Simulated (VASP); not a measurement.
# TiSi2 (P1) in VASP: single point with PBE

Aim: the single point of TiSi2 with PBE.

Program: VASP 6.6.1. These are calculated values, not measurements. Logs are shortened: lines on timing, memory, paths and dates and some standing lists are left out, and cuts for length are marked.

## (1) The cell of the first run

The typed cell holds 6 atoms: a = 5.951 Å, b = 4.909 Å, c = 4.783 Å, α = 75.75°, β = 53.08°, γ = 51.17°.

## (2) Single point, PBE (atoms moved at random)

File INCAR:

```
SYSTEM = TiSi2
PREC = Accurate
ENCUT = 520
EDIFF = 1E-6
ISMEAR = 0
SIGMA = 0.15
LREAL = .FALSE.
LASPH = .TRUE.
NELM = 80
ALGO = Normal
ISIF = 2
LWAVE = .FALSE.
LCHARG = .FALSE.
GGA = PE
NBANDS = 29
```

File KPOINTS:

```
regular mesh
0
G
  10 10 10
  0 0 0
```

File POSCAR:

```
TiSi2
1.0
    0.0000000000      4.1351811263      4.2795976070
    2.4038689094      0.0000000000      4.2795976070
    2.4038689094      4.1351811263      0.0000000000
Ti Si
2 4
Direct
    0.7697291067      0.7034383551      0.7239384434
    0.5294069538      0.4816598576      0.4615919145
    0.1123803785      0.4478360734      0.0550501466
    0.3454538402      0.0884143460      0.4199192542
    0.1894335515      0.8048547600      0.1734703536
    0.8035961693      0.2237966079      0.9160298878
```

Potentials or basis: VASP PAW PBE potentials, release 64 (Ti_sv, Si).

Launch:

```sh
$ cat potpaw_PBE.64/Ti_sv/POTCAR potpaw_PBE.64/Si/POTCAR > POTCAR
$ mpirun -np 1 vasp_std > vasp.out
```

OUTCAR:

```text
SYSTEM = TiSi2
   PREC = Accurate
   ENCUT = 520
   EDIFF = 1E-6
   ISMEAR = 0
   LREAL = .FALSE.
   LASPH = .TRUE.
   NELM = 80
   ISIF = 2
   GGA = PE

 ion  position               nearest neighbor table
   1  0.770  0.703  0.724-   6 2.23   4 2.48   5 2.50   5 2.54   3 2.63   3 2.82   4 2.84   3 2.94
                             4 3.02
   2  0.529  0.482  0.462-   6 2.23   4 2.45   3 2.46   5 2.60   3 2.68   5 2.78   4 2.84   5 2.93

   3  0.112  0.448  0.055-   5 2.33   2 2.46   4 2.53   1 2.63   2 2.68   1 2.82   5 2.85   1 2.94
                             4 2.96   4 2.98   6 3.06   6 3.13
   4  0.345  0.088  0.420-   6 2.32   2 2.45   1 2.48   3 2.53   6 2.70   5 2.82   1 2.84   2 2.84
                             3 2.96   3 2.98   1 3.02   5 3.13
   5  0.189  0.805  0.173-   3 2.33   1 2.50   6 2.50   1 2.54   2 2.60   6 2.69   2 2.78   4 2.82
                             3 2.85   2 2.93   4 3.13
   6  0.804  0.224  0.916-   1 2.23   2 2.23   4 2.32   5 2.50   5 2.69   4 2.70   3 3.06   3 3.13

  LATTYP: Found a face centered orthorhombic cell.
 ALAT       =     4.8077378188
 B/A-ratio  =     1.7202190644
 C/A-ratio  =     1.7802957517

  Lattice vectors:

 A1 = (   0.0000000000,   4.1351811263,   4.2795976070)
 A2 = (   2.4038689094,   0.0000000000,   4.2795976070)
 A3 = (   2.4038689094,   4.1351811263,   0.0000000000)

Analysis of symmetry for initial positions (statically):
=====================================================================
 Subroutine PRICEL returns:
 Original cell was already a primitive cell.

 Routine SETGRP: Setting up the symmetry group for a
 face centered orthorhombic supercell.

 Subroutine GETGRP returns: Found  1 space group operations
 (whereof  1 operations were pure point group operations)
 out of a pool of  8 trial point group operations.

The static configuration has the point symmetry C_1 .

Analysis of symmetry for dynamics (positions and initial velocities):
=====================================================================
 Subroutine PRICEL returns:
 Original cell was already a primitive cell.

 Routine SETGRP: Setting up the symmetry group for a
 face centered orthorhombic supercell.

 Subroutine GETGRP returns: Found  1 space group operations
 (whereof  1 operations were pure point group operations)
 out of a pool of  8 trial point group operations.

The dynamic configuration has the point symmetry C_1 .
[... 107 lines left out ...]
   EDIFF  = 0.1E-05   stopping-criterion for ELM
   LREAL  =      F    real-space projection
   EDIFFG = 0.1E-04   stopping-criterion for IOM
   NSW    =      0    number of steps for IOM
   IBRION =     -1    ionic relax: 0-MD 1-quasi-New 2-CG
   NFREE  =      0    steps in history (QN), initial steepest desc. (CG)
   ISIF   =      2    stress and relaxation
   ISYM   =      2    0-nonsym 1-usesym 2-fastsym
   POTIM  = 0.5000    time-step for ionic-motion
   TEBEG  =    0.0;   TEEND  =   0.0 temperature during run
   PSTRESS=    0.0 pullay stress
   NELECT =      40.0000    total number of electrons
   NUPDOWN=      -1.0000    fix difference up-down
   EMIN   =  10.00;   EMAX   =-10.00  energy-range for DOS
   EFERMI =   0.00;   METHOD = LEGACY
   ISMEAR =     0;   SIGMA  =   0.15  broadening in eV -4-tet -1-fermi 0-gaus
   EFERMI_NEDOS =   21; number of points for ismear=-14 and -15
   IALGO  =     38    algorithm
   IMIX   =      4    mixing-type and parameters
     AMIX     =   0.40;   BMIX     =  1.00
     AMIX_MAG =   1.60;   BMIX_MAG =  1.00
  volume/ion in A,a.u.               =      14.18        95.69
  Fermi-wavevector in a.u.,A,eV,Ry     =   1.272962  2.405549 22.047316  1.620432
  Thomas-Fermi vector in A             =   2.405812
   LORBIT       =      0    0 simple, 1 ext, 2 COOP (PROOUT), +10 PAW based schemes
   GGA     = PE    functional components
   LHFCALC =     F    Hartree Fock is set to
   AEXX    =    0.0000 exact exchange contribution
   IVDW    =     0    specifies the selected vdW correction
   LEPSILON=     F    determine dielectric tensor
   LRPA    =     F    only Hartree local field effects (RPA)
 non-spin polarized calculation
 Gauss-broadening in eV      SIGMA  =   0.15
  energy-cutoff  :      520.00
  volume of cell :       85.08
 maximum number of plane-waves:      2310
 NGX is ok and might be reduce to    48
   NGX = 23   NGY = 19   NGZ = 17

 number of electron      40.0000000 magnetization

 Free energy of the ion-electron system (eV)
  ---------------------------------------------------
  ext. energy  EPLUGINS =         0.00000000
  ---------------------------------------------------
  free energy    TOTEN  =       -38.42834833 eV

  energy without entropy =      -38.39909697  energy(sigma->0) =      -38.41372265

 E-fermi :   9.9328     XC(G=0): -11.6175

 val. band max:        9.9295728647   @ k =  -0.0000   0.4000  -0.1000
 cond. band min:       9.9354843372   @ k =  -0.0000  -0.4000  -0.1000
 fundamental gap:      0.0059114726
 Fermi energy:         9.9328213664

 k-point     1 :       0.0000    0.0000    0.0000
  band No.  band energies     occupation
      1     -46.3149      2.00000
      2     -46.1849      2.00000
      3     -22.7284      2.00000
      4     -22.6760      2.00000
      5     -22.6275      2.00000
      6     -22.5426      2.00000
[... 757 lines left out ...]
     28      13.5921      0.00000
     29      13.9406      0.00000

 [... further k-points ...]

------------------------ aborting loop because EDIFF is reached ----------------------------------------

  FORCE on cell =-STRESS in cart. coord.  units (eV):
  Direction    XX          YY          ZZ          XY          YZ          ZX
  --------------------------------------------------------------------------------------
  -------------------------------------------------------------------------------------
  Total        8.0184430      3.0491747      7.2565091      0.6134299     -3.4282325      0.3671643
  in kB      150.9949358     57.4188708    136.6469934     11.5514698    -64.5568898      6.9140539
  external PRESSURE =     115.0202667 kB  Pullay stress =       0.0000000 kB

 VOLUME and BASIS-vectors are now :
 -----------------------------------------------------------------------------
  energy-cutoff  :      520.00
  volume of cell :       85.08
      direct lattice vectors                 reciprocal lattice vectors
     0.000000000  4.135181126  4.279597607    -0.207998031  0.120913688  0.116833414
     2.403868909  0.000000000  4.279597607     0.207998031 -0.120913688  0.116833414
     2.403868909  4.135181126  0.000000000     0.207998031  0.120913688 -0.116833414

 POSITION                                       TOTAL-FORCE (eV/Angst)
 -----------------------------------------------------------------------------------
      3.43123      6.17659      6.30456         2.511153     -1.064377      3.439889
      2.26745      4.09796      4.32696         2.269807      2.466033     -0.515065
      1.20887      0.69236      2.39750        -0.429109     -0.619941     -1.922984
      1.22197      3.16496      1.85678        -0.951900      0.887372      1.961482
      2.35177      1.50067      4.25515         0.996901     -1.189737      0.628477
      2.73999      7.11097      4.39683        -4.396852     -0.479349     -3.591799
 -----------------------------------------------------------------------------------
    total drift:                               -0.000460     -0.000327      0.000050

  FREE ENERGIE OF THE ION-ELECTRON SYSTEM (eV)
  ---------------------------------------------------
  free  energy   TOTEN  =       -38.4283483314 eV

  energy  without entropy=      -38.3990969736  energy(sigma->0) =      -38.41372265
```

OSZICAR:

```text
N       E                     dE             d eps       ncg     rms          rms(c)
DAV:   1     0.395968863222E+03    0.39597E+03   -0.18819E+04 29232   0.146E+03
DAV:   2     0.476680932320E+01   -0.39120E+03   -0.38031E+03 29432   0.430E+02
DAV:   3    -0.382044562792E+02   -0.42971E+02   -0.42121E+02 48413   0.120E+02
DAV:   4    -0.418616988431E+02   -0.36572E+01   -0.36332E+01 41871   0.313E+01
DAV:   5    -0.420724423075E+02   -0.21074E+00   -0.21068E+00 43874   0.657E+00    0.195E+01
DAV:   6    -0.391635718059E+02    0.29089E+01   -0.32218E+01 41036   0.407E+01    0.746E+00
DAV:   7    -0.385288917680E+02    0.63468E+00   -0.71413E+00 39593   0.198E+01    0.578E+00
DAV:   8    -0.385179710702E+02    0.10921E-01   -0.12591E+00 39826   0.106E+01    0.274E+00
DAV:   9    -0.384318340373E+02    0.86137E-01   -0.70113E-01 44573   0.536E+00    0.914E-01
DAV:  10    -0.384275846708E+02    0.42494E-02   -0.64241E-02 41276   0.245E+00    0.410E-01
DAV:  11    -0.384284073765E+02   -0.82271E-03   -0.68677E-03 38510   0.658E-01    0.115E-01
DAV:  12    -0.384283556247E+02    0.51752E-04   -0.71120E-04 42989   0.203E-01    0.728E-02
DAV:  13    -0.384283507114E+02    0.49133E-05   -0.12822E-04 43184   0.817E-02    0.117E-02
DAV:  14    -0.384283484782E+02    0.22333E-05   -0.51907E-06 37720   0.232E-02    0.519E-03
DAV:  15    -0.384283483314E+02    0.14683E-06   -0.52206E-07 22420   0.585E-03
   1 F= -.38428348E+02 E0= -.38413723E+02  d E =-.292514E-01
```

Wall time 30 min (1 thread of Intel Xeon 8259CL, shared host); peak memory 1 GiB.

What came out:

| Item | Value |
| --- | --- |
| Free energy | -38.4283 eV |
| Pressure | 11.5 GPa |
| Largest force | 5.698 eV/Å |
| Band gap on the k mesh | zero (bands 20 and 21 overlap by 1.33 eV) |

Forces in eV/Å, atoms in the order of the input:
```
Ti   2.511 -1.064  3.440
Ti   2.270  2.466 -0.515
Si  -0.429 -0.620 -1.923
Si  -0.952  0.887  1.961
Si   0.997 -1.190  0.628
Si  -4.397 -0.479 -3.592
```

Levels at points of the mesh, in eV from the Fermi level:
```
           k point  band 18  band 19  band 20  band 21  band 22  band 23
(0.00, 0.00, 0.00)    -1.94    -1.77    -1.02    -0.70     1.95     2.65
(0.50, 0.00, 0.00)    -1.02    -0.21     0.02     0.97     1.38     1.63
(0.50, 0.50, 0.50)    -0.98    -0.35     0.07     0.69     1.19     1.41
(0.00, 0.00, 0.50)    -1.15    -0.62     0.04     0.89     1.24     1.76
(0.00, 0.50, 0.00)    -1.03    -0.10     0.35     0.72     1.41     1.50
(0.50, 0.50, 0.00)    -1.48    -0.83    -0.49     0.43     0.88     2.50
(0.50, 0.00, 0.50)    -1.63    -0.89    -0.81     1.06     1.28     2.69
(0.00, 0.50, 0.50)    -0.62    -0.38    -0.33     0.42     0.76     2.11
```

Caveat: the cell differs from its parent crystal (atoms moved at random); the stress differs along the axes, from 6 to 15 GPa; forces of over 1 eV/Å act on the atoms, so gaps and moduli don't describe the material at rest.
